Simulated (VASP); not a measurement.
A run of VASP 6.6.1 is set up as follows.

The input INCAR:

```
SYSTEM = Zn
ALGO = Normal
EDIFF = 1E-8
ENCUT = 520
GGA = PS
ISIF = 2
ISMEAR = -1
LASPH = .TRUE.
LCHARG = .FALSE.
LEFG = .TRUE.
LREAL = .FALSE.
LWAVE = .FALSE.
NBANDS = 19
NELM = 100
PREC = Accurate
SIGMA = 0.03
```

KPOINTS

```
k-points
0
G
  18 18 8
  0 0 0
```

File POSCAR:

```
Zn
1.0
    2.7170622642      0.0000000000      0.0000000000
   -1.3585311321      2.3530449444      0.0000000000
    0.0000000000      0.0000000000      5.0437187487
Zn
2
Direct
    0.3333333333      0.6666666667      0.2500000000
    0.6666666667      0.3333333333      0.7500000000
```

Potentials or basis: VASP PAW PBE potentials, release 64 (Zn).

Run with:

```bash
$ cat potpaw_PBE.64/Zn/POTCAR > POTCAR
$ mpirun -np 1 vasp_std > vasp.out
```

(1) Predict the pressure.

(2) Predict the band gap on the k mesh.

## Answers

(1) -8.1 GPa.

(2) zero (band 12 reaches 4.10 eV, above the bottom of band 13 at -0.54 eV).

Caveat: without QUAD_EFG the Cq values of the log hold for a quadrupole moment of 1 mb, not for the nuclei; the PAW data sets were made with another functional, which shifts forces and pressure a little.
